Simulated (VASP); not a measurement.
KBr: single point with PBE

Crystal: KBr.

```xyz
2
Lattice="0.0000 3.6883 3.6883 3.6883 0.0000 3.6883 3.6883 3.6883 0.0000" Properties=species:S:1:pos:R:3 pbc="T T T"
K     0.0000    0.0000    0.0000
Br    1.8441    1.8441    1.8441
```

```yaml
Program: VASP 6.6.1
Task: single point
Functional: PBE
Potentials_or_basis: VASP PAW PBE potentials, release 64 (K_sv, Br)
Cutoff: 520 eV
k_mesh: 4 × 4 × 4
Occupations: gaussian, width 0.01 eV
Spin: no spin polarisation
```

```yaml
Pressure: 0.3 GPa
Band_gap_on_the_k_mesh: 4.28 eV, indirect (least direct gap 4.30 eV)
```

Levels at points of the mesh, in eV from the valence-band top:
```csv
k point,band 5,band 6,band 7,band 8,band 9,band 10,band 11,band 12
"(0.00, 0.00, 0.00)",-11.28,-0.02,-0.02,-0.02,4.28,8.62,8.62,9.61
"(0.50, 0.00, 0.00)",-11.06,-0.39,0.00,0.00,6.53,6.98,8.21,8.21
"(0.50, 0.50, 0.00)",-11.00,-0.44,-0.02,-0.02,6.07,7.18,8.93,9.46
```

It took 8 s on 1 thread of Intel(R) Xeon(R) 6975P-C (Granite Rapids), on a shared host, peak memory 0.23 GiB.

A k mesh can miss the band edges. A hybrid or GW would open this gap; PBE tends to underestimate it.
